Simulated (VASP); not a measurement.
# Ni (P6_3/mmc) in VASP: further runs

The runs below take Ni through single point, relaxation of shape and atoms at fixed volume, with PBE.

All numbers are computed with VASP 6.6.1; they aren't measurements. Logs are shortened: lines on timing, memory, paths and dates and some standing lists are left out, and cuts for length are marked.

## 1. The cell of the first run

Symmetry: P6_3/mmc, No. 194, hexagonal system. The conventional cell has a = 2.348 Å, b = 2.348 Å, c = 3.849 Å, α = 90.00°, β = 90.00°, γ = 120.00°. Ni (site symmetry -6m2) has 12 Ni at 2.35 Å within 3.1 Å.

## 2. Single point, PBE, collinear spin, ferromagnetic start (volume scaled by 0.84)

INCAR reads:

```
SYSTEM = Ni
  PREC = Accurate
  ENCUT = 520
  EDIFF = 1E-6
  ISMEAR = -1
  SIGMA = 0.08
  LREAL = .False.
  LASPH = .True.
  NELM = 150
  ALGO = Normal
  ISIF = 2
  LWAVE = .False.
  LCHARG = .False.
  ISPIN = 2
  MAGMOM = 1 1
  LORBIT = 11
  LMAXMIX = 4
  GGA = PE
  NBANDS = 21
```

KPOINTS reads:

```
Automatic mesh
0
Gamma
  17 17 10
  0 0 0
```

POSCAR reads:

```
Ni
1.0
    2.3480368382      0.0000000000      0.0000000000
   -1.1740184191      2.0334595510      0.0000000000
    0.0000000000      0.0000000000      3.8493868447
Ni
2
Direct
    0.3333333333      0.6666666667      0.2500000000
    0.6666666667      0.3333333333      0.7500000000
```

Potentials or basis: VASP PAW PBE potentials, release 64 (Ni).

On the command line:

```sh
> cat potpaw_PBE.64/Ni/POTCAR > POTCAR
> mpirun -np 1 vasp_std > vasp.out
```

OUTCAR:

```text
SYSTEM = Ni
   PREC = Accurate
   ENCUT = 520
   EDIFF = 1E-6
   ISMEAR = -1
   LREAL = .False.
   LASPH = .True.
   NELM = 150
   ISIF = 2
   ISPIN = 2
   LORBIT = 11
   GGA = PE

 ion  position               nearest neighbor table
   1  0.333  0.667  0.250-   2 2.35   2 2.35   2 2.35   2 2.35   2 2.35   2 2.35
   2  0.667  0.333  0.750-   1 2.35   1 2.35   1 2.35   1 2.35   1 2.35   1 2.35

  LATTYP: Found a hexagonal cell.
 ALAT       =     2.3480368382
 C/A-ratio  =     1.6394064957

  Lattice vectors:

 A1 = (   2.3480368382,   0.0000000000,   0.0000000000)
 A2 = (  -1.1740184191,   2.0334595510,   0.0000000000)
 A3 = (   0.0000000000,   0.0000000000,   3.8493868447)

Analysis of symmetry for initial positions (statically):
=====================================================================
 Subroutine PRICEL returns:
 Original cell was already a primitive cell.

 Routine SETGRP: Setting up the symmetry group for a
 hexagonal supercell.

 Subroutine GETGRP returns: Found 24 space group operations
 (whereof 12 operations were pure point group operations)
 out of a pool of 24 trial point group operations.

The static configuration has the point symmetry D_3d.
 The point group associated with its full space group is D_6h.

Analysis of symmetry for dynamics (positions and initial velocities):
=====================================================================
 Subroutine PRICEL returns:
 Original cell was already a primitive cell.

 Routine SETGRP: Setting up the symmetry group for a
 hexagonal supercell.

 Subroutine GETGRP returns: Found 24 space group operations
 (whereof 12 operations were pure point group operations)
 out of a pool of 24 trial point group operations.

The dynamic configuration has the point symmetry D_3d.
 The point group associated with its full space group is D_6h.

Analysis of structural, dynamic, and magnetic symmetry:
=====================================================================
 Subroutine PRICEL returns:
 Original cell was already a primitive cell.

 Routine SETGRP: Setting up the symmetry group for a
 hexagonal supercell.

 Subroutine GETGRP returns: Found 24 space group operations
 (whereof 12 operations were pure point group operations)
 out of a pool of 24 trial point group operations.

The overall configuration has the point symmetry D_3d.
 The point group associated with its full space group is D_6h.
[... 116 lines left out ...]
   IALGO  =     38    algorithm
   IMIX   =      4    mixing-type and parameters
     AMIX     =   0.40;   BMIX     =  1.00
     AMIX_MAG =   1.60;   BMIX_MAG =  1.00
  volume/ion in A,a.u.               =       9.19        62.02
  Fermi-wavevector in a.u.,A,eV,Ry     =   1.683866  3.182045 38.578017  2.835404
  Thomas-Fermi vector in A             =   2.766990
   LORBIT       =     11    0 simple, 1 ext, 2 COOP (PROOUT), +10 PAW based schemes
   GGA     = PE    functional components
   LHFCALC =     F    Hartree Fock is set to
   AEXX    =    0.0000 exact exchange contribution
   IVDW    =     0    specifies the selected vdW correction
   LEPSILON=     F    determine dielectric tensor
   LRPA    =     F    only Hartree local field effects (RPA)
 spin polarized calculation
  energy-cutoff  :      520.00
  volume of cell :       18.38
 maximum number of plane-waves:       525
 NGX is ok and might be reduce to    18
   NGX =  9   NGY =  9   NGZ = 15

 number of electron      20.0000032 magnetization       1.1479992

 Free energy of the ion-electron system (eV)
  ---------------------------------------------------
  ext. energy  EPLUGINS =         0.00000000
  ---------------------------------------------------
  free energy    TOTEN  =       -10.46110720 eV

  energy without entropy =      -10.38834258  energy(sigma->0) =      -10.42472489

 E-fermi :  12.0075     XC(G=0): -14.2815

 val. band max:       12.0073305555   @ k =   0.2353   0.1765   0.1000
 cond. band min:      12.0078643309   @ k =   0.3529   0.2941   0.2000
 fundamental gap:      0.0005337754
 Fermi energy:        12.0075086715

 spin component 1

 k-point     1 :       0.0000    0.0000    0.0000
  band No.  band energies     occupation
      1       1.7425      1.00000
      2       6.1680      1.00000
      3       9.1195      1.00000
      4       9.2304      1.00000
      5       9.2304      1.00000
      6       9.5830      1.00000
[... 565 lines left out ...]
     20      43.0681      0.00000
     21      44.4381      0.00000

 [... further k-points ...]

 spin component 2

 k-point     1 :       0.0000    0.0000    0.0000
  band No.  band energies     occupation
      1       1.7287      1.00000
      2       6.5292      1.00000
      3       9.7542      1.00000
      4       9.8397      1.00000
      5       9.8397      1.00000
      6      10.2117      1.00000
[... 565 lines left out ...]
     20      43.1371      0.00000
     21      44.4053      0.00000

 [... further k-points ...]

------------------------ aborting loop because EDIFF is reached ----------------------------------------

  FORCE on cell =-STRESS in cart. coord.  units (eV):
  Direction    XX          YY          ZZ          XY          YZ          ZX
  --------------------------------------------------------------------------------------
  -------------------------------------------------------------------------------------
  Total        5.8674808      5.8674808      5.8790019     -0.0000000      0.0000000      0.0000000
  in kB      511.4818858    511.4818858    512.4862070     -0.0000000      0.0000000      0.0000000
  external PRESSURE =     511.8166596 kB  Pullay stress =       0.0000000 kB

 VOLUME and BASIS-vectors are now :
 -----------------------------------------------------------------------------
  energy-cutoff  :      520.00
  volume of cell :       18.38
      direct lattice vectors                 reciprocal lattice vectors
     2.348036838  0.000000000  0.000000000     0.425887696  0.245886376  0.000000000
    -1.174018419  2.033459551  0.000000000     0.000000000  0.491772752  0.000000000
     0.000000000  0.000000000  3.849386845     0.000000000  0.000000000  0.259781633

 POSITION                                       TOTAL-FORCE (eV/Angst)
 -----------------------------------------------------------------------------------
     -0.00000      1.35564      0.96235         0.000000      0.000000      0.000000
      1.17402      0.67782      2.88704        -0.000000     -0.000000      0.000000
 -----------------------------------------------------------------------------------
    total drift:                                0.000000     -0.000000     -0.000000

  FREE ENERGIE OF THE ION-ELECTRON SYSTEM (eV)
  ---------------------------------------------------
  free  energy   TOTEN  =       -10.4611071951 eV

  energy  without entropy=      -10.3883425815  energy(sigma->0) =      -10.42472489

 total charge

# of ion       s       p       d       tot
------------------------------------------
    1        0.577   0.669   8.423   9.669
    2        0.577   0.669   8.423   9.669
--------------------------------------------------
tot          1.154   1.337  16.846  19.338

 magnetization (x)

# of ion       s       p       d       tot
------------------------------------------
    1       -0.005  -0.025   0.601   0.571
    2       -0.005  -0.025   0.601   0.571
--------------------------------------------------
tot         -0.010  -0.050   1.201   1.142
```

stdout:

```text
POSCAR found type information on POSCAR Ni
 POSCAR found :  1 types and       2 ions
 scaLAPACK will be used
 LDA part: xc-table for (Slater+PW92), standard interpolation
 POSCAR, INCAR and KPOINTS ok, starting setup
 FFT: planning ... GRIDC
 FFT: planning ... GRID_SOFT
 FFT: planning ... GRID
 WAVECAR not read
 entering main loop
```

Wall time 79 s (1 thread of Intel Xeon 6975P-C, shared host); peak memory 0.22 GiB.

What came out:

* Free energy: -10.4611 eV
* Pressure: 51.2 GPa
* Net moment: 1.15 μB per cell
* Site moments: Ni +0.57 μB
* Valence electrons inside the program's atomic spheres: Ni 9.67

Levels at points of the mesh, in eV from the Fermi level:
Spin up:
```csv
k point,band 9,band 10,band 11,band 12,band 13,band 14
"(0.00, 0.00, 0.00)",-1.91,-0.69,-0.69,-0.67,6.94,24.04
"(0.00, 0.00, 0.50)",-1.05,-1.05,-1.05,-1.05,16.14,16.14
```
Spin down:
| k point | band 7 | band 8 | band 9 | band 10 | band 11 | band 12 | band 13 | band 14 |
| --- | --- | --- | --- | --- | --- | --- | --- | --- |
| (0.00, 0.00, 0.00) | -1.80 | -1.29 | -1.29 | -0.70 | -0.03 | -0.03 | 7.33 | 23.93 |
| (0.00, 0.00, 0.50) | -2.22 | -2.22 | -0.39 | -0.39 | -0.39 | -0.39 | 16.29 | 16.29 |

Caveat: the cell differs from its parent crystal (volume scaled by 0.84).

## 3. Single point, PBE, collinear spin, ferromagnetic start

This run uses another cell than the first one, of 10.06 Å³/atom, 1.095 times its volume.

INCAR: that of step 2 with these lines changed.

```diff
@@ -12,3 +12,3 @@
   LWAVE = .False.
-  LCHARG = .False.
+  LCHARG = .True.
   ISPIN = 2
@@ -18,2 +18,4 @@
   GGA = PE
+  LELF = .True.
+  LVHAR = .True.
   NBANDS = 21
```

KPOINTS reads:

```
regular mesh
0
Gamma
  17 17 10
  0 0 0
```

POSCAR reads:

```
Ni
1.0
    2.4204274782      0.0000000000      0.0000000000
   -1.2102137391      2.0961516842      0.0000000000
    0.0000000000      0.0000000000      3.9675806380
Ni
2
Direct
    0.3333333333      0.6666666667      0.2500000000
    0.6666666667      0.3333333333      0.7500000000
```

Potentials or basis: VASP PAW PBE potentials, release 64 (Ni).

On the command line:

```sh
> cat potpaw_PBE.64/Ni/POTCAR > POTCAR
> mpirun -np 1 vasp_std > vasp.out
```

It took 92 s on 1 thread of Intel Xeon 6975P-C, shared host; peak memory 0.23 GiB.

The run converged. Its results:

```
Free energy                                           : -10.8345 eV
Pressure                                              : 19.5 GPa
Net moment                                            : 1.22 μB per cell
Site moments                                          : Ni +0.61 μB
Valence electrons inside the program's atomic spheres : Ni 9.46
```

Levels at points of the mesh, in eV from the Fermi level:
Spin up:
```csv
k point,band 7,band 8,band 9,band 10,band 11,band 12,band 13,band 14,band 15,band 16
"(0.00, 0.00, 0.00)",-2.22,-1.77,-1.77,-0.71,-0.71,-0.50,6.19,23.27,25.85,25.85
"(0.00, 0.00, 0.50)",-2.57,-2.57,-1.03,-1.03,-1.03,-1.03,15.13,15.13,24.04,24.04
```
Spin down:
| k point | band 7 | band 8 | band 9 | band 10 | band 11 | band 12 |
| --- | --- | --- | --- | --- | --- | --- |
| (0.00, 0.00, 0.00) | -1.56 | -1.11 | -1.11 | -0.54 | -0.01 | -0.01 |
| (0.00, 0.00, 0.50) | -1.93 | -1.93 | -0.34 | -0.34 | -0.34 | -0.34 |

(Part 1 of 2 ends here.)
